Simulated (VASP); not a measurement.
# Zr (P6_3/mmc) in VASP: a series of runs

Runs on Zr. Level: PBEsol+D4. Tasks: single point, relaxation of cell and atoms.

All numbers are computed with VASP 6.6.1; they aren't measurements. Logs are shortened: lines on timing, memory, paths and dates and some standing lists are left out, and cuts for length are marked.

## 1. The cell of the first run

Symmetry: P6_3/mmc, No. 194, hexagonal system. Conventional cell: a = 3.190 Å, b = 3.190 Å, c = 5.110 Å, α = 90.00°, β = 90.00°, γ = 120.00°. Zr (site symmetry -6m2) has 12 Zr at 3.15 to 3.19 Å within 4.1 Å.

## 2. Single point, PBEsol+D4

INCAR reads:

```
SYSTEM = Zr
PREC     = Accurate       ! precision mode
ENCUT    = 500            ! plane-wave cutoff, eV
EDIFF    = 1E-6           ! SCF threshold, eV
ISMEAR   = 0              ! smearing method
SIGMA    = 0.1            ! smearing width, eV
LREAL    = .False.        ! projectors in reciprocal space
LASPH    = .True.         ! aspherical terms in the spheres
NELM     = 120            ! most SCF steps
ALGO     = Normal         ! electronic algorithm
ISIF     = 2              ! what is computed and relaxed
LWAVE    = .False.        ! write WAVECAR
LCHARG   = .True.         ! write CHGCAR
GGA      = PS             ! functional
IVDW     = 13             ! dispersion correction
LELF     = .True.         ! ELF
LVHAR    = .True.       
NBANDS   = 19             ! bands
GGA_COMPAT= .False.
```

KPOINTS reads:

```
regular mesh
0
Gamma
  6 6 4
  0 0 0
```

POSCAR reads:

```
Zr
1.0
    3.1900000000      0.0000000000      0.0000000000
   -1.5950000000      2.7626210000      0.0000000000
    0.0000000000      0.0000000000      5.1100000000
Zr
2
Direct
    0.3333333000      0.6666667000      0.2500000000
    0.6666667000      0.3333333000      0.7500000000
```

Potentials or basis: VASP PAW PBE potentials, release 64 (Zr_sv).

Started as:

```console
$ cat potpaw_PBE.64/Zr_sv/POTCAR > POTCAR
$ mpirun -np 1 vasp_std > vasp.out
```

OUTCAR:

```text
SYSTEM = Zr
   PREC = Accurate
   ENCUT = 500
   EDIFF = 1E-6
   ISMEAR = 0
   LREAL = .False.
   LASPH = .True.
   NELM = 120
   ISIF = 2
   GGA = PS
   IVDW = 13

 ion  position               nearest neighbor table
   1  0.333  0.667  0.250-   2 3.15   2 3.15   2 3.15   2 3.15   2 3.15   2 3.15
   2  0.667  0.333  0.750-   1 3.15   1 3.15   1 3.15   1 3.15   1 3.15   1 3.15

  LATTYP: Found a hexagonal cell.
 ALAT       =     3.1900000000
 C/A-ratio  =     1.6018808777

  Lattice vectors:

 A1 = (   3.1900000000,   0.0000000000,   0.0000000000)
 A2 = (  -1.5950000000,   2.7626210000,   0.0000000000)
 A3 = (   0.0000000000,   0.0000000000,   5.1100000000)

Analysis of symmetry for initial positions (statically):
=====================================================================
 Subroutine PRICEL returns:
 Original cell was already a primitive cell.

 Routine SETGRP: Setting up the symmetry group for a
 hexagonal supercell.

 Subroutine GETGRP returns: Found 24 space group operations
 (whereof 12 operations were pure point group operations)
 out of a pool of 24 trial point group operations.

The static configuration has the point symmetry D_3d.
 The point group associated with its full space group is D_6h.

Analysis of symmetry for dynamics (positions and initial velocities):
=====================================================================
 Subroutine PRICEL returns:
 Original cell was already a primitive cell.

 Routine SETGRP: Setting up the symmetry group for a
 hexagonal supercell.

 Subroutine GETGRP returns: Found 24 space group operations
 (whereof 12 operations were pure point group operations)
 out of a pool of 24 trial point group operations.

The dynamic configuration has the point symmetry D_3d.
 The point group associated with its full space group is D_6h.

 Subroutine INISYM returns: Found 24 space group operations
 (whereof 12 operations are pure point group operations),
 and found     1 'primitive' translations

----------------------------------------------------------------------------------------

                                     Primitive cell

  volume of cell :      45.0332

  direct lattice vectors                    reciprocal lattice vectors
     3.190000000  0.000000000  0.000000000     0.313479624  0.180987548  0.000000000
    -1.595000000  2.762621000  0.000000000     0.000000000  0.361975095  0.000000000
     0.000000000  0.000000000  5.110000000     0.000000000  0.000000000  0.195694716

  length of vectors
     3.190000000  3.189999967  5.110000000     0.361975092  0.361975095  0.195694716

  position of ions in fractional coordinates (direct lattice)
     0.333333300  0.666666700  0.250000000
     0.666666700  0.333333300  0.750000000

  ion indices of the primitive-cell ions
   primitive index   ion index
                 1           1
                 2           2

----------------------------------------------------------------------------------------

 KPOINTS: regular mesh

Automatic generation of k-mesh.
 Grid dimensions read from file:
 generate k-points for:    6    6    4

 Generating k-lattice:

  Cartesian coordinates                     Fractional coordinates (reciprocal lattice)
     0.052246604  0.030164591  0.000000000     0.166666667  0.000000000  0.000000000
     0.000000000  0.060329183  0.000000000     0.000000000  0.166666667  0.000000000
     0.000000000  0.000000000  0.048923679     0.000000000  0.000000000  0.250000000

  Length of vectors
     0.060329182  0.060329183  0.048923679

  Shift w.r.t. Gamma in fractional coordinates (k-lattice)
     0.000000000  0.000000000  0.000000000

 Subroutine IBZKPT returns following result:
 ===========================================

 Found     21 irreducible k-points:

 Following reciprocal coordinates:
            Coordinates               Weight
  0.000000  0.000000  0.000000      1.000000
  0.166667  0.000000  0.000000      6.000000
  0.333333  0.000000  0.000000      6.000000
  0.500000  0.000000  0.000000      3.000000
  0.166667  0.166667  0.000000      6.000000
  0.333333  0.166667  0.000000     12.000000
[... 13 lines left out ...]
  0.333333  0.166667  0.500000     12.000000
  0.333333  0.333333  0.500000      2.000000
   k-points           NKPTS =     21   k-points in BZ     NKDIM =     21   number of bands    NBANDS=     19
   number of dos      NEDOS =    301   number of ions     NIONS =      2
   total plane-waves  NPLWV =  23040
   dimension x,y,z NGX =    24 NGY =   24 NGZ =   40
   dimension x,y,z NGXF=    48 NGYF=   48 NGZF=   80
   ions per type =               2
   NGX,Y,Z   is equivalent  to a cutoff of  12.51, 12.51, 13.01 a.u.
   NGXF,Y,Z  is equivalent  to a cutoff of  25.02, 25.02, 26.03 a.u.
 SYSTEM =  Zr
   PREC   = accura    normal or accurate (medium, high low for compatibility)
   ISTART =      0    job   : 0-new  1-cont  2-samecut
   ICHARG =      2    charge: 1-file 2-atom 10-const
   ISPIN  =      1    spin polarized calculation?
   LNONCOLLINEAR =      F non collinear calculations
   LSORBIT =      F    spin-orbit coupling
   LASPH  =      T    aspherical Exc in radial PAW
   ENCUT  =  500.0 eV  36.75 Ry    6.06 a.u.   5.82  5.82  9.32*2*pi/ulx,y,z
   NELM   =    120;   NELMIN=  2; NELMDL= -5     # of ELM steps
   EDIFF  = 0.1E-05   stopping-criterion for ELM
   LREAL  =      F    real-space projection
   EDIFFG = 0.1E-04   stopping-criterion for IOM
   NSW    =      0    number of steps for IOM
   IBRION =     -1    ionic relax: 0-MD 1-quasi-New 2-CG
   NFREE  =      0    steps in history (QN), initial steepest desc. (CG)
   ISIF   =      2    stress and relaxation
   ISYM   =      2    0-nonsym 1-usesym 2-fastsym
   POTIM  = 0.5000    time-step for ionic-motion
   TEBEG  =    0.0;   TEEND  =   0.0 temperature during run
   PSTRESS=    0.0 pullay stress
   NELECT =      24.0000    total number of electrons
   NUPDOWN=      -1.0000    fix difference up-down
   EMIN   =  10.00;   EMAX   =-10.00  energy-range for DOS
   EFERMI =   0.00;   METHOD = LEGACY
   ISMEAR =     0;   SIGMA  =   0.10  broadening in eV -4-tet -1-fermi 0-gaus
   EFERMI_NEDOS =   21; number of points for ismear=-14 and -15
   IALGO  =     38    algorithm
   IMIX   =      4    mixing-type and parameters
     AMIX     =   0.40;   BMIX     =  1.00
     AMIX_MAG =   1.60;   BMIX_MAG =  1.00
  volume/ion in A,a.u.               =      22.52       151.95
  Fermi-wavevector in a.u.,A,eV,Ry     =   1.327295  2.508225 23.969564  1.761713
  Thomas-Fermi vector in A             =   2.456618
   LORBIT       =      0    0 simple, 1 ext, 2 COOP (PROOUT), +10 PAW based schemes
   GGA     = PS    functional components
   LHFCALC =     F    Hartree Fock is set to
   AEXX    =    0.0000 exact exchange contribution
   IVDW    =    13    specifies the selected vdW correction
   LEPSILON=     F    determine dielectric tensor
   LRPA    =     F    only Hartree local field effects (RPA)
 non-spin polarized calculation
 Gauss-broadening in eV      SIGMA  =   0.10
  energy-cutoff  :      500.00
  volume of cell :       45.03
 maximum number of plane-waves:      1170
 NGX is ok and might be reduce to    24
   NGX = 11   NGY = 11   NGZ = 19

 number of electron      24.0000000 magnetization

 Free energy of the ion-electron system (eV)
  ---------------------------------------------------
  ext. energy  EPLUGINS =         0.00000000
  ---------------------------------------------------
  free energy    TOTEN  =       -18.16207452 eV

  energy without entropy =      -18.14830300  energy(sigma->0) =      -18.15518876

 E-fermi :   9.2851     XC(G=0): -11.3554

 val. band max:        9.2536855371   @ k =   0.0000   0.0000   0.5000
 cond. band min:       9.3324470900   @ k =   0.1667   0.1667   0.5000
 fundamental gap:      0.0787615528
 Fermi energy:         9.2850939766

 k-point     1 :       0.0000    0.0000    0.0000
  band No.  band energies     occupation
      1     -39.4255      2.00000
      2     -39.2499      2.00000
      3     -18.0429      2.00000
      4     -17.0579      2.00000
      5     -17.0579      2.00000
      6     -16.9234      2.00000
[... 11 lines left out ...]
     18      11.4729      0.00000
     19      13.8530      0.00000

 k-point     2 :       0.1667    0.0000    0.0000
  band No.  band energies     occupation
      1     -39.3906      2.00000
      2     -39.2354      2.00000
      3     -17.9511      2.00000
      4     -17.2592      2.00000
      5     -17.1214      2.00000
      6     -17.1086      2.00000
[... 11 lines left out ...]
     18      11.5295      0.00000
     19      14.2530      0.00000

 k-point     3 :       0.3333    0.0000    0.0000
  band No.  band energies     occupation
      1     -39.3138      2.00000
      2     -39.2124      2.00000
      3     -17.7263      2.00000
      4     -17.6579      2.00000
      5     -17.4860      2.00000
      6     -17.2386      2.00000
[... 11 lines left out ...]
     18      13.3171      0.00000
     19      14.6515      0.00000

 k-point     4 :       0.5000    0.0000    0.0000
  band No.  band energies     occupation
      1     -39.2666      2.00000
      2     -39.2093      2.00000
      3     -17.8535      2.00000
      4     -17.6628      2.00000
      5     -17.5580      2.00000
      6     -17.2941      2.00000
[... 11 lines left out ...]
     18      14.8094      0.00000
     19      15.6994      0.00000

 k-point     5 :       0.1667    0.1667    0.0000
  band No.  band energies     occupation
      1     -39.3344      2.00000
      2     -39.2169      2.00000
      3     -17.7909      2.00000
      4     -17.4696      2.00000
      5     -17.4546      2.00000
      6     -17.1857      2.00000
[... 11 lines left out ...]
     18      13.1726      0.00000
     19      14.3434      0.00000
[... 268 lines left out ...]
      2     -39.2379      2.00000
      3     -17.9292      2.00000
      4     -17.9292      2.00000
      5     -17.1957      2.00000
      6     -17.1957      2.00000
[... 11 lines left out ...]
     18      14.6492      0.00000
     19      14.6834      0.00000

 k-point    19 :       0.1667    0.1667    0.5000
  band No.  band energies     occupation
      1     -39.2760      2.00000
      2     -39.2760      2.00000
      3     -17.6781      2.00000
      4     -17.6781      2.00000
      5     -17.2184      2.00000
      6     -17.2184      2.00000
[... 11 lines left out ...]
     18      13.4713      0.00000
     19      14.0729      0.00000

 k-point    20 :       0.3333    0.1667    0.5000
  band No.  band energies     occupation
      1     -39.2379      2.00000
      2     -39.2379      2.00000
      3     -17.8431      2.00000
      4     -17.8431      2.00000
      5     -17.3401      2.00000
      6     -17.3401      2.00000
[... 11 lines left out ...]
     18      14.1854      0.00000
     19      15.5833      0.00000

 k-point    21 :       0.3333    0.3333    0.5000
  band No.  band energies     occupation
      1     -39.2252      2.00000
      2     -39.2252      2.00000
      3     -17.7811      2.00000
      4     -17.7811      2.00000
      5     -17.5254      2.00000
      6     -17.5254      2.00000
[... 11 lines left out ...]
     18      13.8303      0.00000
     19      17.6209      0.00000

------------------------ aborting loop because EDIFF is reached ----------------------------------------

  DFT-D4 for vdW energy calculation

  Edisp (eV):   -0.24796

  FORCE on cell =-STRESS in cart. coord.  units (eV):
  Direction    XX          YY          ZZ          XY          YZ          ZX
  --------------------------------------------------------------------------------------
  -------------------------------------------------------------------------------------
  Total      -0.38605    -0.38605    -0.26194     0.00000     0.00000     0.00000
  in kB     -13.73484   -13.73484    -9.31912     0.00000     0.00000     0.00000
  external pressure =      -12.26 kB  Pullay stress =        0.00 kB

 VOLUME and BASIS-vectors are now :
 -----------------------------------------------------------------------------
  energy-cutoff  :      500.00
  volume of cell :       45.03
      direct lattice vectors                 reciprocal lattice vectors
     3.190000000  0.000000000  0.000000000     0.313479624  0.180987548  0.000000000
    -1.595000000  2.762621000  0.000000000     0.000000000  0.361975095  0.000000000
     0.000000000  0.000000000  5.110000000     0.000000000  0.000000000  0.195694716

 POSITION                                       TOTAL-FORCE (eV/Angst)
 -----------------------------------------------------------------------------------
     -0.00000      1.84175      1.27750        -0.000000     -0.000000      0.000000
      1.59500      0.92087      3.83250         0.000000      0.000000      0.000000
 -----------------------------------------------------------------------------------
    total drift:                               -0.000097      0.000056     -0.000002

  FREE ENERGIE OF THE ION-ELECTRON SYSTEM (eV)
  ---------------------------------------------------
  free  energy   TOTEN  =       -18.4100368126 eV

  energy  without entropy=      -18.3962652872  energy(sigma->0) =      -18.40315105
```

Wall time 8.7 s (1 thread of Intel Xeon 6975P-C, shared host); peak memory 0.16 GiB.

Results:

```
Free energy                : -18.4100 eV
Pressure                   : -1.2 GPa
Band gap on the k mesh     : zero (band 12 reaches 10.12 eV, above the bottom of band 13 at 9.25 eV)
Dispersion energy per atom : -0.124 eV
```

Stress tensor (GPa, compression positive):
```
-1.37  0.00  0.00
 0.00 -1.37  0.00
 0.00  0.00 -0.93
```

Levels at points of the mesh, in eV from the Fermi level:
| k point | band 8 | band 9 | band 10 | band 11 | band 12 | band 13 | band 14 | band 15 | band 16 | band 17 |
| --- | --- | --- | --- | --- | --- | --- | --- | --- | --- | --- |
| (0.00, 0.00, 0.00) | -26.19 | -5.78 | -3.18 | 0.83 | 0.83 | 0.93 | 1.22 | 1.55 | 1.55 | 2.19 |
| (0.50, 0.00, 0.00) | -26.31 | -2.73 | -2.61 | -2.30 | -0.16 | 0.51 | 0.74 | 1.45 | 5.11 | 5.47 |
| (0.00, 0.00, 0.50) | -26.27 | -4.03 | -4.03 | -0.03 | -0.03 | 0.74 | 0.74 | 0.74 | 0.74 | 4.06 |
| (0.50, 0.00, 0.50) | -26.45 | -3.02 | -3.02 | -1.18 | -1.18 | 1.72 | 1.72 | 2.25 | 2.25 | 5.35 |

Caveat: the k points lie up to 0.38 Å⁻¹ apart; the PAW data sets were made with another functional, which shifts forces and pressure a little; pairwise dispersion overbinds metals, which lowers pressure and volume.

(Continued in part 2 of 2.)
